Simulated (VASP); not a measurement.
Ti, 2 atoms in the cell. It takes space group P6_3/mmc (No. 194, hexagonal). Conventional cell: a = 2.780 Å, b = 2.780 Å, c = 4.404 Å, α = 90.00°, β = 90.00°, γ = 120.00°. Ti (site symmetry -6m2) has 12 Ti at 2.72 to 2.78 Å within 3.6 Å.  This cell differs from its parent crystal: volume scaled by 0.88.

```yaml
Program: VASP 6.6.1
Task: single point
Functional: PBEsol
Potentials_or_basis: VASP PAW PBE potentials, release 64 (Ti_sv)
Cutoff: 520 eV
k_mesh: 20 × 20 × 11
Occupations: fermi-dirac, width 0.1 eV
Spin: no spin polarisation
Dipole_correction: no
Further_INCAR_settings: ALGO = Normal; EDIFF = 1e-06; NBANDS = 19
```

Potentials or basis: VASP PAW PBE potentials, release 64 (Ti_sv).

Command:

```bash
$ cat potpaw_PBE.64/Ti_sv/POTCAR > POTCAR
$ mpirun -np 1 vasp_std > vasp.out
```

Hardware: 1 thread of Intel Xeon 6975P-C, on a shared host.

Task: How long does it take, and how much memory?

Result: It took 96 s on 1 thread of Intel Xeon 6975P-C, on a shared host, peak memory 0.25 GiB. Counts: scf iterations 13, k points 264.
